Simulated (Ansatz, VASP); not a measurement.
**GeSb2Te4: VASP beside Ansatz**

```
Ge Sb Te
1.0
    -4.29770    0.00000    0.00000
    -2.14885   -3.72192    0.00000
    -1.07443   -0.62032   14.13027
Ge Sb Te
1 2 4
Cartesian
  -3.2371 -1.8690 2.9297
  -1.0883 -0.6283 10.8994
  -5.3860 -3.1096 6.8767
  -5.3860 -3.1096 1.5205
  1.0606 0.6123 12.6098
  -3.2371 -1.8690 8.8510
  -1.0883 -0.6283 5.1306
```

Alike in both runs: task single point; functional PBE; k mesh 9 × 9 × 3; occupations gaussian, width 0.03 eV; no spin polarisation.

|  | VASP | Ansatz |
| --- | --- | --- |
| version | VASP 6.6.1 | Ansatz 0.2.0 |
| potentials or method | VASP PAW PBE potentials, release 64 (Ge_d, Sb, Te), cutoff 520 eV | scalar-relativistic, plane waves, PAW |
| valence electrons in the cell | 48 | 108 |

|  | VASP | Ansatz | Ansatz less VASP |
| --- | --- | --- | --- |
| gap on the k mesh at the Fermi level (eV) | 0.16 | 0.17 | +0.003 |
| least direct gap on the mesh (eV) | 0.32 | 0.33 | +0.008 |
| pressure (GPa) | 0.6 | 0.6 | +0.01 |
| traceless stress, the component that is largest in VASP (GPa) | 0.84 | 0.84 | +0.009 |
| rms of the force components (eV/Å) | 0.125 | 0.127 | +0.0017 |

Atom by atom the forces differ by 0.010 eV/Å (rms over components). VASP's potentials hold 48 valence electrons a cell and Ansatz's 108, so a difference there can come from the potentials and not from the codes.

Neither program's run includes spin-orbit coupling.
